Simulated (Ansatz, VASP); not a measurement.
One calculation of ZrS2, two programs

File POSCAR:

```
ZrS2
1.0
    3.7111430758      0.0000000000      0.0000000000
   -1.8555715379      3.2139441808      0.0000000000
    0.0000000000      0.0000000000      5.8275719928
Zr S
1 2
Direct
    0.0000000000      0.0000000000      0.0000000000
    0.3333333333      0.6666666667      0.2445405605
    0.6666666667      0.3333333333      0.7554594395
```

The input INCAR.step1:

```
SYSTEM = ZrS2
PREC = Accurate
ENCUT = 550
ISMEAR = 0
SIGMA = 0.01
LREAL = .False.
LASPH = .True.
NELM = 120
NBANDS = 19
GGA = PE
ALGO = Normal
EDIFF = 1E-5
LWAVE = .True.
LCHARG = .False.
GGA_COMPAT = .False.
```

The input INCAR.step2:

```
SYSTEM = ZrS2
PREC = Accurate
ENCUT = 550
EDIFF = 1E-6
ISMEAR = 0
SIGMA = 0.01
LREAL = .False.
LASPH = .True.
NELM = 120
ALGO = Normal
ISIF = 2
LWAVE = .False.
LCHARG = .True.
METAGGA = R2SCAN
LMIXTAU = .True.
LELF = .True.
LVHAR = .True.
NBANDS = 19
ISTART = 1
GGA_COMPAT = .False.
```

Contents of KPOINTS:

```
Automatic mesh
0
Gamma
  12 12 4
  0 0 0
```

Input for Ansatz:

```yaml
crystal:
  lattice:
    - [3.7111430758, 0.0, 0.0]
    - [-1.8555715379, 3.2139441808, 0.0]
    - [0.0, 0.0, 5.8275719928]
  atoms:
    - { symbol: Zr, position: [0.0, 0.0, 0.0] }
    - { symbol: S, position: [0.3333333333, 0.6666666667, 0.2445405605] }
    - { symbol: S, position: [0.6666666667, 0.3333333333, 0.7554594395] }
kpoints:
  mp_grid: { grid: [12, 12, 4] }
  band_path:
    path:
      - [0.0, 0.0, 0.0]
      - [0.5, 0.0, 0.0]
      - [0.3333333333, 0.3333333333, 0.0]
      - [0.0, 0.0, 0.5]
      - [0.5, 0.0, 0.5]
      - [0.3333333333, 0.3333333333, 0.5]
      - [-0.078125, 0.036458, 0.0]
      - [0.0, 0.5, 0.5]
    npoints: 1
hamiltonian:
  xc: r2scan
scf:
  occupations: { method: fixed }
  n_extra_bands: 4
output:
  forces: true
  stress: true
  eigenvalues: true
```

Change from the starting cell: epitaxial_xy strain +1.0%.

Alike in both runs: task single point; functional r2SCAN; k mesh 12 × 12 × 4; no spin polarisation.

```csv
,VASP,Ansatz
version,VASP 6.6.1,Ansatz 0.2.0
potentials or method,"VASP PAW PBE potentials, release 64 (Zr_sv, S)","plane waves, PAW"
plane-wave cutoff (eV),550,500
occupations,"gaussian, width 0.01 eV",fixed
valence electrons in the cell,24,24
```

```tsv
	VASP	Ansatz	Ansatz less VASP
gap on the k mesh at the Fermi level (eV)	1.23	1.23	-0.002
pressure (GPa)	-0.2	-0.2	+0.04
traceless stress, the component that is largest in VASP (GPa)	1.15	1.12	-0.030
rms of the force components (eV/Å)	0.017	0.018	+0.0010
```

VASP's potentials were made for PBE, not for r2SCAN. Atom by atom the forces differ by 0.001 eV/Å (rms over components).
